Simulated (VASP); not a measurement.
Crystal: MgO (rocksalt type).

```
Mg O
1.0
     0.00000    2.15443    2.15443
     2.15443    0.00000    2.15443
     2.15443    2.15443    0.00000
Mg O
1 1
Direct
  0.00000 0.00000 0.00000
  0.50000 0.50000 0.50000
```

| Property | Result |
| --- | --- |
| Program | VASP 6.6.1 |
| Task | relaxation of cell and atoms |
| Functional | r2SCAN |
| Potentials or basis | VASP PAW PBE potentials, release 64 (Mg, O) |
| Cutoff | 600 eV |
| k mesh | 15 × 15 × 15 |
| Occupations | fermi-dirac, width 0.05 eV |
| Spin | no spin polarisation |

At the start: pressure -11.8 GPa; volume 10.00 Å³/atom.

**Question.** How do energy, volume and symmetry change on relaxing?

**Answer.** Over 3 steps the energy falls by 31.3 meV/atom and the volume is 9.21 Å³/atom (-7.9 %); space group Fm-3m (No. 225, to 0.05 Å).

The path:
| step | energy change (eV) | largest force (eV/Å) | pressure (GPa) | volume (Å³) |
| --- | --- | --- | --- | --- |
| 1 | 0.0000 | 0.0000 | -11.84 | 20.00 |
| 2 | -0.0554 | 0.0000 | 4.86 | 17.94 |
| 3 | -0.0626 | 0.0000 | 0.03 | 18.42 |

Final structure:
```
CELL_PARAMETERS angstrom
0.00000 2.09616 2.09616
2.09616 0.00000 2.09616
2.09616 2.09616 0.00000
ATOMIC_POSITIONS crystal
Mg 0.00000 0.00000 0.00000
O 0.50000 0.50000 0.50000
```

Caveat: the PAW data sets were made with another functional, which shifts forces and pressure a little.
